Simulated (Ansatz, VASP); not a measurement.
**WSe2: VASP beside Ansatz**

The input INCAR:

```
SYSTEM = WSe2
  PREC = Accurate
  ENCUT = 520
  EDIFF = 1E-7
  ISMEAR = 0
  SIGMA = 0.05
  LREAL = .False.
  LASPH = .True.
  NELM = 100
  ALGO = Normal
  ISIF = 2
  LWAVE = .False.
  LCHARG = .False.
  LDIPOL = .True.
  IDIPOL = 3
  DIPOL = 0.5 0.5 0.397
  GGA = PE
  IVDW = 12
  NBANDS = 35
```

KPOINTS

```
regular mesh
0
Gamma
  9 9 1
  0 0 0
```

POSCAR

```
WSe2
1.0
    3.2854928007      0.0000000000      0.0000000000
   -1.6427464003      2.8453202293      0.0000000000
    0.0000000000      0.0000000000     24.2386464730
Se W
4 2
Direct
    0.3333333333      0.6666666667      0.1856539310
    0.3333333333      0.6666666667      0.3246601763
    0.3333333333      0.6666666667      0.4694702425
    0.3333333333      0.6666666667      0.6084764877
    0.6666666667      0.3333333333      0.2551570536
    0.0000000000      1.0000000000      0.5389733651
```

Input for Ansatz:

```yaml
crystal:
  lattice:
    - [3.2854928007, 0.0, 0.0]
    - [-1.6427464003, 2.8453202293, 0.0]
    - [0.0, 0.0, 24.238646473]
  atoms:
    - { symbol: Se, position: [0.3333333333, 0.6666666667, 0.185653931] }
    - { symbol: W, position: [0.6666666667, 0.3333333333, 0.2551570536] }
    - { symbol: Se, position: [0.3333333333, 0.6666666667, 0.3246601763] }
    - { symbol: Se, position: [0.3333333333, 0.6666666667, 0.4694702425] }
    - { symbol: W, position: [0.0, 1.0, 0.5389733651] }
    - { symbol: Se, position: [0.3333333333, 0.6666666667, 0.6084764877] }
basis:
  ecutwfc: 420
kpoints:
  mp_grid: { grid: [9, 9, 1] }
hamiltonian:
  xc: pbe
  pseudopotentials: { kind: paw, azcp: { folder: soft_1 } }
  dispersion: d3bj
scf:
  occupations: { method: gaussian, width: 0.05 }
output:
  forces: true
  eigenvalues: true
efield:
  axis: 3
  dipole_correction: true
  ramp_width: 0.04
```

Alike in both runs: task single point; functional PBE; dispersion D3(BJ); k mesh 9 × 9 × 1; occupations gaussian, width 0.05 eV; no spin polarisation.

```csv
,VASP,Ansatz
version,VASP 6.6.1,Ansatz 0.2.0
potentials or method,"VASP PAW PBE potentials, release 64 (Se, W_sv), cutoff 520 eV","scalar-relativistic, plane waves, PAW"
valence electrons in the cell,52,92
```

Ansatz gave:

* gap on the k mesh at the Fermi level (eV): 1.55
* least direct gap on the mesh (eV): 1.68
* rms of the force components (eV/Å): 0.024

Problem. Estimate VASP's values.

Solution. gap on the k mesh at the Fermi level (eV): 1.55; least direct gap on the mesh (eV): 1.67; rms of the force components (eV/Å): 0.015.

VASP's potentials hold 52 valence electrons a cell and Ansatz's 92, so a difference there can come from the potentials and not from the codes.

Neither program's run includes spin-orbit coupling.
